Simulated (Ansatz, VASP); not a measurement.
**Al8H in VASP and in Ansatz**

```
Al H
1.0
     5.71352    0.00000    0.00000
     0.00000    8.08013    0.00000
     0.00000    0.00000   22.24328
Al H
16 2
Direct
  0.25000 0.25000 0.17983
  0.25000 0.75000 0.17983
  0.75000 0.25000 0.17983
  0.75000 0.75000 0.17983
  0.00000 0.00000 0.24405
  0.00000 0.50000 0.24405
  0.50000 0.00000 0.24405
  0.50000 0.50000 0.24405
  0.25000 0.25000 0.31026
  0.25000 0.75000 0.31026
  0.75000 0.25000 0.31026
  0.75000 0.75000 0.31026
  0.00000 0.00000 0.37060
  0.00000 0.50000 0.37060
  0.50000 0.00000 0.37060
  0.50000 0.50000 0.37060
  0.25000 0.11170 0.39083
  0.25000 0.38830 0.39083
```

Alike in both runs: task single point; functional PBE; k mesh 5 × 4 × 1; occupations gaussian, width 0.1 eV; no spin polarisation.

|  | VASP | Ansatz |
| --- | --- | --- |
| version | VASP 6.6.1 | Ansatz 0.2.0 |
| potentials or method | VASP PAW PBE potentials, release 64 (Al, H), cutoff 520 eV | scalar-relativistic, plane waves, PAW |
| valence electrons in the cell | 50 | 50 |

Ansatz gave:

| Property | Result |
| --- | --- |
| gap on the k mesh at the Fermi level (eV) | none |
| rms of the force components (eV/Å) | 0.288 |
| work function, face that differs most (eV) | 4.04 |

Q: What did VASP give for the same quantities?

A: gap on the k mesh at the Fermi level (eV): none; rms of the force components (eV/Å): 0.287; work function, face that differs most (eV): 4.04.

Atom by atom the forces differ by 0.002 eV/Å (rms over components). A gap of «none» marks a metal or a gap that the smearing closes.
